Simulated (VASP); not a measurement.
GeP5, 6 atoms in the cell. The structure is cubic, space group F-43m (No. 216). The conventional cell has a = 7.233 Å, b = 7.233 Å, c = 7.233 Å, α = 90.00°, β = 90.00°, γ = 90.00°. Within 4.0 Å of Ge (site symmetry -43m) lie 16 P at 3.01 to 3.13 Å. P (site symmetry -43m) has 12 P at 2.99 Å and 4 Ge at 3.13 Å within 3.9 Å. P (site symmetry 3m) has 9 P at 2.47 to 2.99 Å and 3 Ge at 3.01 Å within 3.3 Å. The cell was generated, and may not be a known phase.

```yaml
Program: VASP 6.6.1
Task: single point
Functional: PBE
Potentials_or_basis: VASP PAW PBE potentials, release 64 (Ge_d, P)
Cutoff: 520 eV
k_mesh: 4 × 4 × 4
Occupations: gaussian, width 0.1 eV
Spin: no spin polarisation
Dipole_correction: no
Further_INCAR_settings: ALGO = Normal; EDIFF = 1e-06; NBANDS = 28
```

Potentials or basis: VASP PAW PBE potentials, release 64 (Ge_d, P).

The run is started by

```bash
$ cat potpaw_PBE.64/Ge_d/POTCAR potpaw_PBE.64/P/POTCAR > POTCAR
$ mpirun -np 1 vasp_std > vasp.out
```

Hardware: 1 thread of Intel Xeon 8259CL, on a shared host.

Q: Estimate the wall time of this run.

A: It took 48 s on 1 thread of Intel Xeon 8259CL (shared host), peak memory 0.23 GiB. Counts: scf iterations 12, k points 8.
